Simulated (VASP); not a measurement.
A run of VASP 6.6.1 is set up as follows.

POSCAR

```
Ge
1.0
    3.9955117651      0.0000000000      0.0000000000
   -1.9977558825      3.4602146897      0.0000000000
    0.0000000000      0.0000000000      6.6016065471
Ge
4
Direct
    0.3333333333      0.6666666667      0.0629739778
    0.6666666667      0.3333333333      0.5629739778
    0.6666666667      0.3333333333      0.9370260222
    0.3333333333      0.6666666667      0.4370260222
```

File INCAR.step1:

```
SYSTEM = Ge
ALGO = Normal
EDIFF = 1E-4
ENCUT = 520
GGA = PE
ISMEAR = 0
LASPH = .TRUE.
LCHARG = .FALSE.
LREAL = .FALSE.
LWAVE = .TRUE.
NBANDS = 36
NELM = 60
PREC = Accurate
SIGMA = 0.01
```

Contents of INCAR.step2:

```
SYSTEM = Ge
ALGO = Normal
EDIFF = 1E-7
ENCUT = 520
ISIF = 2
ISMEAR = 0
ISTART = 1
LASPH = .TRUE.
LCHARG = .FALSE.
LMIXTAU = .TRUE.
LREAL = .FALSE.
LWAVE = .FALSE.
METAGGA = R2SCAN
NBANDS = 36
NELM = 60
PREC = Accurate
SIGMA = 0.01
```

The input KPOINTS:

```
k-points
0
G
  10 10 6
  0 0 0
```

Potentials or basis: VASP PAW PBE potentials, release 64 (Ge_d).

Command:

```bash
$ cat potpaw_PBE.64/Ge_d/POTCAR > POTCAR
$ cp INCAR.step1 INCAR
$ mpirun -np 1 vasp_std > vasp.out
$ cp INCAR.step2 INCAR
$ mpirun -np 1 vasp_std > vasp.out
```

Task: What does it give for the largest force?

Result: 0.004 eV/Å.

Task: What does it give for the band gap on the k mesh?

Result: 0.08 eV, direct.

Task: What does it give for the pressure?

Result: 0.1 GPa.

Forces on the atoms (eV/Å):
```
Ge   0.000  0.000  0.004
Ge   0.000  0.000  0.004
Ge   0.000  0.000 -0.004
Ge   0.000  0.000 -0.004
```

Caveat: the PAW data sets were made with another functional, which shifts forces and pressure a little. A k mesh can miss the band edges.
